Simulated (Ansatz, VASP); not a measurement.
Au in VASP and in Ansatz

```
Au
1.0
     3.62556    2.09322    6.38135
    -3.62556    2.09322    6.38135
     0.00000   -4.18643    6.38135
Au
12
Cartesian
  -2.2464 1.2970 4.3814
  0.0000 -2.5940 4.3814
  2.2464 1.2970 4.3814
  2.2464 -1.2970 14.7627
  -2.2464 -1.2970 14.7627
  0.0000 2.5940 14.7627
  -1.3398 0.7735 6.8947
  0.0000 -1.5470 6.8947
  1.3398 0.7735 6.8947
  1.3398 -0.7735 12.2493
  -1.3398 -0.7735 12.2493
  0.0000 1.5470 12.2493
```

Alike in both runs: functional PBEsol; k mesh 3 × 3 × 3; occupations gaussian, width 0.1 eV; no spin polarisation.

Ansatz relaxed the structure, and its values are those at the end. VASP's run is a single point on that final structure, the one shown.

|  | VASP | Ansatz |
| --- | --- | --- |
| version | VASP 6.6.1 | Ansatz 0.2.0 |
| potentials or method | VASP PAW PBE potentials, release 64 (Au), cutoff 520 eV | scalar-relativistic, plane waves, PAW |
| valence electrons in the cell | 132 | 228 |

Ansatz gave:

```
gap on the k mesh at the Fermi level (eV) : none
pressure (GPa)                            : 0.2
rms of the force components (eV/Å)        : 0.013
```

Question: What did VASP give for the same quantities?

Answer: gap on the k mesh at the Fermi level (eV): none; pressure (GPa): 0.1; rms of the force components (eV/Å): 0.013.

VASP's potentials were made for PBE, not for PBEsol. A gap of «none» marks a metal or a gap that the smearing closes. VASP's potentials hold 132 valence electrons a cell and Ansatz's 228, so a difference there can come from the potentials and not from the codes.

Neither program's run includes spin-orbit coupling.
